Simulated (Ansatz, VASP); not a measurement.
# C in VASP and in Ansatz

```
C
1.0
     0.00000    1.76572    1.76572
     1.76572    0.00000    1.76572
     1.76572    1.76572    0.00000
C
2
Direct
  0.00000 0.00000 0.00000
  0.25000 0.25000 0.25000
```

Alike in both runs: task single point; functional LDA; k mesh 12 × 12 × 12; occupations gaussian, width 0.02 eV; no spin polarisation.

|  | VASP | Ansatz |
| --- | --- | --- |
| version | VASP 6.6.1 | Ansatz 0.2.0 |
| potentials or method | VASP PAW LDA potentials, release 64 (C), cutoff 600 eV | scalar-relativistic, plane waves, PAW |
| valence electrons in the cell | 8 | 8 |

```csv
,VASP,Ansatz,Ansatz less VASP
gap on the k mesh at the Fermi level (eV),4.20,4.20,+0.004
least direct gap on the mesh (eV),5.63,5.62,-0.004
pressure (GPa),0.9,0.0,-0.95
```

Ansatz warns that its potentials were made for another functional, while VASP's fit it. LDA's correlation is that of Perdew and Zunger in VASP and of Perdew and Wang (1992) in Ansatz.
